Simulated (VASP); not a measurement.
A run of VASP 6.6.1 is set up as follows.

INCAR

```
SYSTEM = CsCl
PREC = Accurate
ENCUT = 500
EDIFF = 1E-6
ISMEAR = 0
SIGMA = 0.01
LREAL = .FALSE.
LASPH = .TRUE.
NELM = 120
ALGO = Normal
ISIF = 2
LWAVE = .FALSE.
LCHARG = .TRUE.
GGA = PE
LELF = .TRUE.
LVHAR = .TRUE.
NBANDS = 15
GGA_COMPAT = .FALSE.
```

Contents of KPOINTS:

```
Automatic mesh
0
G
  6 6 6
  0 0 0
```

Contents of POSCAR:

```
CsCl
1.0
    4.1235201641      0.0000000000      0.0000000000
    0.0000000000      4.1235201641      0.0000000000
    0.0000000000      0.0000000000      4.1235201641
Cs Cl
1 1
Direct
    0.0000000000      0.0000000000      0.0000000000
    0.5000000000      0.5000000000      0.5000000000
```

Potentials or basis: VASP PAW PBE potentials, release 64 (Cs_sv, Cl).

The run is started by

```console
$ cat potpaw_PBE.64/Cs_sv/POTCAR potpaw_PBE.64/Cl/POTCAR > POTCAR
$ mpirun -np 1 vasp_std > vasp.out
```

Question: What does it give for the band gap on the k mesh?

Answer: 5.26 eV.

Question: What does it give for the pressure?

Answer: 1.0 GPa.

Caveat: spin-orbit coupling is left out, which moves the levels of the heavy elements. A k mesh can miss the band edges.
